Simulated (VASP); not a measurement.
# CaO (zincblende type): electric field gradients with PBE

Crystal: CaO (zincblende type).

```
Ca O
1.0
     0.00000    2.62183    2.62183
     2.62183    0.00000    2.62183
     2.62183    2.62183    0.00000
Ca O
1 1
Direct
  0.00000 0.00000 0.00000
  0.25000 0.25000 0.25000
```

```json
{
 "Program": "VASP 6.6.1",
 "Task": "electric field gradients",
 "Functional": "PBE",
 "Potentials or basis": "VASP PAW PBE potentials, release 64 (Ca_sv, O)",
 "Cutoff": "520 eV",
 "k mesh": "11 × 11 × 11",
 "Occupations": "fermi-dirac, width 0.05 eV",
 "Spin": "no spin polarisation",
 "Dipole correction": "no",
 "Further INCAR settings": "ALGO = Normal; EDIFF = 1e-08; NBANDS = 15"
}
```

| Property | Result |
| --- | --- |
| Pressure | 0.4 GPa |
| Band gap on the k mesh | 3.28 eV, indirect (least direct gap 3.86 eV) |

Levels at points of the mesh, in eV from the valence-band top:
| k point | band 5 | band 6 | band 7 | band 8 | band 9 | band 10 | band 11 | band 12 |
| --- | --- | --- | --- | --- | --- | --- | --- | --- |
| (0.00, 0.00, 0.00) | -14.75 | -0.58 | -0.58 | -0.58 | 3.28 | 7.92 | 7.92 | 9.50 |

Run time: 110 s on 1 thread of AMD EPYC 7R13 (shared host), peak memory 0.14 GiB.

Caveat: without QUAD_EFG the Cq values of the log hold for a quadrupole moment of 1 mb, not for the nuclei. A k mesh can miss the band edges.
